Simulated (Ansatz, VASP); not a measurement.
# ZnSe: VASP beside Ansatz

```xyz
2
Lattice="0.0000 2.6672 2.8903 2.8903 0.0000 2.8903 2.8903 2.6672 0.0000" Properties=species:S:1:pos:R:3 pbc="T T T"
Zn    0.0000    0.0000    0.0000
Se    4.3355    4.0008    4.3355
```

Alike in both runs: task single point; functional PBE; k mesh 10 × 10 × 10; occupations gaussian, width 0.05 eV; no spin polarisation.

```csv
,VASP,Ansatz
version,VASP 6.6.1,Ansatz 0.2.0
potentials or method,"VASP PAW PBE potentials, release 64 (Zn, Se), cutoff 520 eV","scalar-relativistic, plane waves, PAW"
valence electrons in the cell,18,28
```

Ansatz gave:

```
gap on the k mesh at the Fermi level (eV)                     : 1.18
least direct gap on the mesh (eV)                             : 1.18
pressure (GPa)                                                : 3.4
traceless stress, the component that is largest in VASP (GPa) : 1.49
```

Task: Which values does VASP return?

Result: gap on the k mesh at the Fermi level (eV): 1.19; least direct gap on the mesh (eV): 1.19; pressure (GPa): 3.6; traceless stress, the component that is largest in VASP (GPa): 1.47.

The functional is the same, so the differences come from potentials, cutoffs and numerics. VASP's potentials hold 18 valence electrons a cell and Ansatz's 28, so a difference there can come from the potentials and not from the codes.
